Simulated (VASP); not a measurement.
# Au (Fm-3m) in VASP: notebook

Au is run at these levels: PBEsol; tasks: single point, relaxation of cell and atoms.

Everything below comes from runs of VASP 6.6.1. Logs are shortened: lines on timing, memory, paths and dates and some standing lists are left out, and cuts for length are marked.

## (1) The cell of the first run

It takes space group Fm-3m (No. 225, cubic). Conventional cell: a = 4.056 Å, b = 4.056 Å, c = 4.056 Å, α = 90.00°, β = 90.00°, γ = 90.00°. Within 3.8 Å of Au (site symmetry m-3m) lie 12 Au at 2.87 Å.

## (2) Single point, PBEsol (16.68 Å³/atom)

INCAR reads:

```
SYSTEM = Au
PREC = Accurate
ENCUT = 520
EDIFF = 1E-7
ISMEAR = -1
SIGMA = 0.15
LREAL = .FALSE.
LASPH = .TRUE.
NELM = 60
ALGO = Fast
ISIF = 2
LWAVE = .FALSE.
LCHARG = .TRUE.
GGA = PS
LELF = .TRUE.
LVHAR = .TRUE.
NBANDS = 12
```

KPOINTS reads:

```
Automatic mesh
0
G
  20 20 20
  0 0 0
```

POSCAR reads:

```
Au
1.0
    0.0000000000      2.0279522097      2.0279522097
    2.0279522097      0.0000000000      2.0279522097
    2.0279522097      2.0279522097      0.0000000000
Au
1
Direct
    0.0000000000      0.0000000000      0.0000000000
```

Potentials or basis: VASP PAW PBE potentials, release 64 (Au).

The run is started by

```bash
$ cat potpaw_PBE.64/Au/POTCAR > POTCAR
$ mpirun -np 1 vasp_std > vasp.out
```

OUTCAR:

```text
SYSTEM = Au
   PREC = Accurate
   ENCUT = 520
   EDIFF = 1E-7
   ISMEAR = -1
   LREAL = .FALSE.
   LASPH = .TRUE.
   NELM = 60
   ISIF = 2
   GGA = PS

 ion  position               nearest neighbor table
   1  0.000  0.000  0.000-

  LATTYP: Found a face centered cubic cell.
 ALAT       =     4.0559044194

  Lattice vectors:

 A1 = (   0.0000000000,   2.0279522097,   2.0279522097)
 A2 = (   2.0279522097,   0.0000000000,   2.0279522097)
 A3 = (   2.0279522097,   2.0279522097,   0.0000000000)

Analysis of symmetry for initial positions (statically):
=====================================================================
 Subroutine PRICEL returns:
 Original cell was already a primitive cell.

 Routine SETGRP: Setting up the symmetry group for a
 face centered cubic supercell.

 Subroutine GETGRP returns: Found 48 space group operations
 (whereof 48 operations were pure point group operations)
 out of a pool of 48 trial point group operations.

The static configuration has the point symmetry O_h .

Analysis of symmetry for dynamics (positions and initial velocities):
=====================================================================
 Subroutine PRICEL returns:
 Original cell was already a primitive cell.

 Routine SETGRP: Setting up the symmetry group for a
 face centered cubic supercell.

 Subroutine GETGRP returns: Found 48 space group operations
 (whereof 48 operations were pure point group operations)
 out of a pool of 48 trial point group operations.

The dynamic configuration has the point symmetry O_h .

 Subroutine INISYM returns: Found 48 space group operations
 (whereof 48 operations are pure point group operations),
 and found     1 'primitive' translations

----------------------------------------------------------------------------------------

                                     Primitive cell

  volume of cell :      16.6803

  direct lattice vectors                    reciprocal lattice vectors
     0.000000000  2.027952210  2.027952210    -0.246554134  0.246554134  0.246554134
     2.027952210  0.000000000  2.027952210     0.246554134 -0.246554134  0.246554134
     2.027952210  2.027952210  0.000000000     0.246554134  0.246554134 -0.246554134

  length of vectors
     2.867957519  2.867957519  2.867957519     0.427044286  0.427044286  0.427044286

  position of ions in fractional coordinates (direct lattice)
     0.000000000  0.000000000  0.000000000

  ion indices of the primitive-cell ions
   primitive index   ion index
                 1           1

----------------------------------------------------------------------------------------

 KPOINTS: Automatic mesh

Automatic generation of k-mesh.
 Grid dimensions read from file:
 generate k-points for:   20   20   20

 Generating k-lattice:

  Cartesian coordinates                     Fractional coordinates (reciprocal lattice)
    -0.012327707  0.012327707  0.012327707     0.050000000  0.000000000  0.000000000
     0.012327707 -0.012327707  0.012327707     0.000000000  0.050000000  0.000000000
     0.012327707  0.012327707 -0.012327707     0.000000000  0.000000000  0.050000000

  Length of vectors
     0.021352214  0.021352214  0.021352214

  Shift w.r.t. Gamma in fractional coordinates (k-lattice)
     0.000000000  0.000000000  0.000000000

 Subroutine IBZKPT returns following result:
 ===========================================

 Found    256 irreducible k-points:

 Following reciprocal coordinates:
            Coordinates               Weight
  0.000000  0.000000  0.000000      1.000000
  0.050000  0.000000  0.000000      8.000000
  0.100000  0.000000  0.000000      8.000000
  0.150000  0.000000  0.000000      8.000000
  0.200000  0.000000  0.000000      8.000000
  0.250000  0.000000  0.000000      8.000000
[... 16 lines left out ...]
 -0.400000  0.050000  0.000000     24.000000
 -0.350000  0.050000  0.000000     24.000000
 [... further k-points ...]
   k-points           NKPTS =    256   k-points in BZ     NKDIM =    256   number of bands    NBANDS=     12
   number of dos      NEDOS =    301   number of ions     NIONS =      1
   total plane-waves  NPLWV =  13824
   dimension x,y,z NGX =    24 NGY =   24 NGZ =   24
   dimension x,y,z NGXF=    48 NGYF=   48 NGZF=   48
   ions per type =               1
   NGX,Y,Z   is equivalent  to a cutoff of  13.91, 13.91, 13.91 a.u.
   NGXF,Y,Z  is equivalent  to a cutoff of  27.82, 27.82, 27.82 a.u.
 SYSTEM =  Au
   PREC   = accura    normal or accurate (medium, high low for compatibility)
   ISTART =      0    job   : 0-new  1-cont  2-samecut
   ICHARG =      2    charge: 1-file 2-atom 10-const
   ISPIN  =      1    spin polarized calculation?
   LNONCOLLINEAR =      F non collinear calculations
   LSORBIT =      F    spin-orbit coupling
   LASPH  =      T    aspherical Exc in radial PAW
   ENCUT  =  520.0 eV  38.22 Ry    6.18 a.u.   5.33  5.33  5.33*2*pi/ulx,y,z
   NELM   =     60;   NELMIN=  2; NELMDL= -5     # of ELM steps
   EDIFF  = 0.1E-06   stopping-criterion for ELM
   LREAL  =      F    real-space projection
   EDIFFG = 0.1E-05   stopping-criterion for IOM
   NSW    =      0    number of steps for IOM
   IBRION =     -1    ionic relax: 0-MD 1-quasi-New 2-CG
   NFREE  =      0    steps in history (QN), initial steepest desc. (CG)
   ISIF   =      2    stress and relaxation
   ISYM   =      2    0-nonsym 1-usesym 2-fastsym
   POTIM  = 0.5000    time-step for ionic-motion
   TEBEG  =    0.0;   TEEND  =   0.0 temperature during run
   PSTRESS=    0.0 pullay stress
   NELECT =      11.0000    total number of electrons
   NUPDOWN=      -1.0000    fix difference up-down
   EMIN   =  10.00;   EMAX   =-10.00  energy-range for DOS
   EFERMI =   0.00;   METHOD = LEGACY
   ISMEAR =    -1;   SIGMA  =   0.15  broadening in eV -4-tet -1-fermi 0-gaus
   EFERMI_NEDOS =   21; number of points for ismear=-14 and -15
   IALGO  =     68    algorithm
   IMIX   =      4    mixing-type and parameters
     AMIX     =   0.40;   BMIX     =  1.00
     AMIX_MAG =   1.60;   BMIX_MAG =  1.00
  volume/ion in A,a.u.               =      16.68       112.56
  Fermi-wavevector in a.u.,A,eV,Ry     =   1.424967  2.692796 27.627034  2.030530
  Thomas-Fermi vector in A             =   2.545401
   LORBIT       =      0    0 simple, 1 ext, 2 COOP (PROOUT), +10 PAW based schemes
   GGA     = PS    functional components
   LHFCALC =     F    Hartree Fock is set to
   AEXX    =    0.0000 exact exchange contribution
   IVDW    =     0    specifies the selected vdW correction
   LEPSILON=     F    determine dielectric tensor
   LRPA    =     F    only Hartree local field effects (RPA)
 non-spin polarized calculation
 RMM-DIIS sequential band-by-band and
  energy-cutoff  :      520.00
  volume of cell :       16.68
 maximum number of plane-waves:       464
 NGX is ok and might be reduce to    24
   NGX = 11   NGY = 11   NGZ = 11

 number of electron      10.9999999 magnetization

 Free energy of the ion-electron system (eV)
  ---------------------------------------------------
  ext. energy  EPLUGINS =         0.00000000
  ---------------------------------------------------
  free energy    TOTEN  =        -3.93111168 eV

  energy without entropy =       -3.91064088  energy(sigma->0) =       -3.92087628

 E-fermi :   9.6499     XC(G=0): -13.0124

 val. band max:        9.6446881035   @ k =   0.5000   0.1000   0.0000
 cond. band min:       9.6997175418   @ k =  -0.4500   0.1000   0.0500
 fundamental gap:      0.0550294383
 Fermi energy:         9.6499252085

 k-point     1 :       0.0000    0.0000    0.0000
  band No.  band energies     occupation
      1      -0.5107      2.00000
      2       4.8419      2.00000
      3       4.8419      2.00000
      4       4.8419      2.00000
      5       6.4304      2.00000
      6       6.4304      2.00000
      7      24.1097      0.00000
      8      28.2279      0.00000
      9      28.2279      0.00000
     10      28.2279      0.00000
     11      33.1643      0.00000
     12      38.0701      0.00000

 k-point     2 :       0.0500    0.0000    0.0000
  band No.  band energies     occupation
      1      -0.4214      2.00000
      2       4.8111      2.00000
      3       4.8736      2.00000
      4       4.8736      2.00000
      5       6.4153      2.00000
      6       6.4153      2.00000
      7      24.2207      0.00000
      8      27.6338      0.00000
      9      28.3384      0.00000
     10      28.3384      0.00000
     11      33.7051      0.00000
     12      36.8570      0.00000

 k-point     3 :       0.1000    0.0000    0.0000
  band No.  band energies     occupation
      1      -0.1592      2.00000
      2       4.7299      2.00000
      3       4.9589      2.00000
      4       4.9589      2.00000
      5       6.3815      2.00000
      6       6.3815      2.00000
      7      24.5029      0.00000
      8      26.3422      0.00000
      9      28.6558      0.00000
     10      28.6558      0.00000
     11      33.9115      0.00000
     12      36.2568      0.00000

 k-point     4 :       0.1500    0.0000    0.0000
  band No.  band energies     occupation
      1       0.2561      2.00000
      2       4.6330      2.00000
      3       5.0654      2.00000
      4       5.0654      2.00000
      5       6.3649      2.00000
      6       6.3649      2.00000
      7      24.3975      0.00000
      8      25.2457      0.00000
      9      29.1305      0.00000
     10      29.1305      0.00000
     11      32.6126      0.00000
     12      34.9526      0.00000

 k-point     5 :       0.2000    0.0000    0.0000
  band No.  band energies     occupation
      1       0.7807      2.00000
      2       4.5827      2.00000
      3       5.1377      2.00000
      4       5.1377      2.00000
      5       6.4230      2.00000
      6       6.4230      2.00000
      7      22.8016      0.00000
      8      25.3426      0.00000
      9      29.6344      0.00000
     10      29.6344      0.00000
     11      31.6361      0.00000
     12      33.6394      0.00000
[... 228 lines left out ...]
      1       2.1728      2.00000
      2       4.7593      2.00000
      3       4.8596      2.00000
      4       7.1672      2.00000
      5       7.6839      2.00000
      6       8.9939      1.97511
      7      12.8909      0.00000
      8      23.6470      0.00000
      9      26.6048      0.00000
     10      26.7068      0.00000
     11      34.8216      0.00000
     12      34.9580      0.00000

 k-point    22 :      -0.4500    0.0500    0.0000
  band No.  band energies     occupation
      1       2.1735      2.00000
      2       4.7732      2.00000
      3       4.8593      2.00000
      4       7.1560      2.00000
      5       7.5965      2.00000
      6       8.8372      1.99117
      7      13.1544      0.00000
      8      23.6728      0.00000
      9      26.4372      0.00000
     10      27.0067      0.00000
     11      34.7060      0.00000
     12      34.8814      0.00000

 k-point    23 :      -0.4000    0.0500    0.0000
  band No.  band energies     occupation
      1       2.1672      2.00000
      2       4.8276      2.00000
      3       4.8998      2.00000
      4       6.7285      2.00000
      5       7.3894      2.00000
      6       8.1511      1.99991
      7      14.5471      0.00000
      8      23.8681      0.00000
      9      26.5991      0.00000
     10      27.6553      0.00000
     11      34.0620      0.00000
     12      34.6102      0.00000

 k-point    24 :      -0.3500    0.0500    0.0000
  band No.  band energies     occupation
      1       2.1156      2.00000
      2       4.9115      2.00000
      3       4.9755      2.00000
      4       5.9311      2.00000
      5       7.0979      2.00000
      6       7.6486      2.00000
      7      16.3541      0.00000
      8      24.2167      0.00000
      9      27.0385      0.00000
     10      28.6180      0.00000
     11      33.0568      0.00000
     12      34.0176      0.00000

 [... further k-points ...]
[... 5 lines left out ...]
  --------------------------------------------------------------------------------------
  -------------------------------------------------------------------------------------
  Total        0.3573099      0.3573099      0.3573099      0.0000000      0.0000000      0.0000000
  in kB       34.3204125     34.3204125     34.3204125      0.0000000      0.0000000      0.0000000
  external PRESSURE =      34.3204125 kB  Pullay stress =       0.0000000 kB

 VOLUME and BASIS-vectors are now :
 -----------------------------------------------------------------------------
  energy-cutoff  :      520.00
  volume of cell :       16.68
      direct lattice vectors                 reciprocal lattice vectors
     0.000000000  2.027952210  2.027952210    -0.246554134  0.246554134  0.246554134
     2.027952210  0.000000000  2.027952210     0.246554134 -0.246554134  0.246554134
     2.027952210  2.027952210  0.000000000     0.246554134  0.246554134 -0.246554134

 POSITION                                       TOTAL-FORCE (eV/Angst)
 -----------------------------------------------------------------------------------
      0.00000      0.00000      0.00000         0.000000      0.000000     -0.000000
 -----------------------------------------------------------------------------------
    total drift:                               -0.000000      0.000000      0.000000

  FREE ENERGIE OF THE ION-ELECTRON SYSTEM (eV)
  ---------------------------------------------------
  free  energy   TOTEN  =        -3.9311116753 eV

  energy  without entropy=       -3.9106408784  energy(sigma->0) =       -3.92087628
```

It took 60 s on 1 thread of Intel Xeon 8259CL, shared host; peak memory 0.18 GiB.

What came out:

```yaml
Free_energy: -3.9311 eV
Pressure: 3.4 GPa
Band_gap_on_the_k_mesh: zero (an odd number of electrons rules out a gap without spin polarisation)
```

Caveat: the cell stands under pressure; the PAW data sets were made with another functional, which shifts forces and pressure a little; spin-orbit coupling is left out, which moves the levels of the heavy elements.

[end of part 1 of 2]
